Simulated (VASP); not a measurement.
Here is a VASP 6.6.1 calculation.

INCAR

```
ALGO = Normal
EDIFF = 1E-6
ENCUT = 520
GGA = PE
ISIF = 2
ISMEAR = -1
LASPH = T
LCHARG = F
LREAL = F
LWAVE = F
NBANDS = 10
NELM = 100
PREC = Accurate
SIGMA = 0.1
```

The input KPOINTS:

```
k-points
0
Gamma
  12 12 12
```

The input POSCAR:

```
Cs
1.0
   -3.0771709509      3.0771709509      3.0771709509
    3.0771709509     -3.0771709509      3.0771709509
    3.0771709509      3.0771709509     -3.0771709509
Cs
1
Direct
    0.0000000000      0.0000000000      0.0000000000
```

Potentials or basis: VASP PAW PBE potentials, release 64 (Cs_sv).

Command:

```sh
$ cat potpaw_PBE.64/Cs_sv/POTCAR > POTCAR
$ mpirun -np 1 vasp_std > vasp.out
```

Question: What does it give for the pressure?

Answer: 0.0 GPa.

Question: Predict the band gap on the k mesh.

Answer: Zero (an odd number of electrons rules out a gap without spin polarisation).

Caveat: spin-orbit coupling is left out, which moves the levels of the heavy elements.
